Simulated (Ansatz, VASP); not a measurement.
**One calculation of Cu, two programs**

File INCAR:

```
SYSTEM = Cu
ALGO = Normal
EDIFF = 1E-6
EDIFFG = -0.003
ENCUT = 600
GGA = PE
IBRION = 2
ISIF = 3
ISMEAR = 0
LASPH = .TRUE.
LCHARG = .FALSE.
LREAL = .FALSE.
LWAVE = .FALSE.
NELM = 80
NSW = 80
PREC = Accurate
SIGMA = 0.1
```

File KPOINTS:

```
k-points
0
G
  26 26 26
  0 0 0
```

POSCAR

```
Cu
1.0
    0.0000000000      1.8075000000      1.8075000000
    1.8075000000      0.0000000000      1.8075000000
    1.8075000000      1.8075000000      0.0000000000
Cu
1
Direct
    0.0030000000      0.0030000000      0.0030000000
```

Input for Ansatz:

```yaml
crystal:
  lattice:
    - [0.0, 1.8075, 1.8075]
    - [1.8075, 0.0, 1.8075]
    - [1.8075, 1.8075, 0.0]
  atoms:
    - { symbol: Cu, position: [0.003, 0.003, 0.003] }
scf:
  occupations: { method: gaussian, width: 0.1 }
output:
  forces: true
  stress: true
kpoints:
  mp_grid: { grid: [26, 26, 26] }
hamiltonian:
  xc: pbe
relax:
  f_tol: 0.003
  cell: { stress_tol: 0.03 }
```

Alike in both runs: task relaxation of cell and atoms; functional PBE; k mesh 26 × 26 × 26; occupations gaussian, width 0.1 eV; no spin polarisation.

|  | VASP | Ansatz |
| --- | --- | --- |
| version | VASP 6.6.1 | Ansatz 0.2.0 |
| potentials or method | VASP PAW PBE potentials, release 64 (Cu) | scalar-relativistic, plane waves, PAW |
| plane-wave cutoff (eV) | 600 | 420 |
| valence electrons in the cell | 11 | 19 |

VASP gave:

```
relaxed volume (Å³/atom)                                        : 12.01
relaxed length of the cell vector where the two differ most in proportion (Å) : 2.570
```

**Question.** Estimate Ansatz's values.

**Answer.** Relaxed volume (Å³/atom): 11.96; relaxed length of the cell vector where the two differ most in proportion (Å): 2.567.

VASP's potentials hold 11 valence electrons a cell and Ansatz's 19, so a difference there can come from the potentials and not from the codes.
